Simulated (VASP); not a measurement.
Write the native input for VASP 6.6.1 that does the following.

- Task: single point
- Functional: PBEsol
- Potentials or basis: VASP PAW PBE potentials, release 64 (Al, Ga_d, N)
- Cutoff: 520 eV
- k mesh: 6 × 6 × 6
- Occupations: gaussian, width 0.02 eV
- Spin: no spin polarisation
- Dipole correction: no
- Further INCAR settings: ALGO = Normal; EDIFF = 1e-06; NBANDS = 31

The structure of Al3GaN4 lies in POSCAR:

```
Al3GaN4
1.0
    4.3395427702      0.0000000000      0.0000000000
    0.0000000000      4.3395427702      0.0000000000
    0.0000000000      0.0000000000      4.3395427702
Al Ga N
3 1 4
Direct
    0.5000000000      0.5000000000      0.0000000000
    0.5000000000      0.0000000000      0.5000000000
    0.0000000000      0.5000000000      0.5000000000
    0.0000000000      0.0000000000      0.0000000000
    0.7446632026      0.7446632026      0.2553367974
    0.7446632026      0.2553367974      0.7446632026
    0.2553367974      0.7446632026      0.7446632026
    0.2553367974      0.2553367974      0.2553367974
```

The input as run:

INCAR

```
SYSTEM = Al3GaN4
  PREC = Accurate
  ENCUT = 520
  EDIFF = 1E-6
  ISMEAR = 0
  SIGMA = 0.02
  LREAL = .FALSE.
  LASPH = .TRUE.
  NELM = 60
  ALGO = Normal
  ISIF = 2
  LWAVE = .FALSE.
  LCHARG = .FALSE.
  GGA = PS
  NBANDS = 31
```

KPOINTS

```
regular mesh
0
G
  6 6 6
  0 0 0
```

Potentials or basis: VASP PAW PBE potentials, release 64 (Al, Ga_d, N).

Run with:

```sh
$ cat potpaw_PBE.64/Al/POTCAR potpaw_PBE.64/Ga_d/POTCAR potpaw_PBE.64/N/POTCAR > POTCAR
$ mpirun -np 1 vasp_std > vasp.out
```

Results of the run:

| Property | Result |
| --- | --- |
| Pressure | 10.0 GPa |
| Largest force | 0.012 eV/Å |
| Band gap on the k mesh | 3.35 eV |

Caveat: the cell stands under pressure; the PAW data sets were made with another functional, which shifts forces and pressure a little.

Run time: 52 s on 1 thread of Intel Xeon 8259CL, on a shared host, peak memory 0.2 GiB.
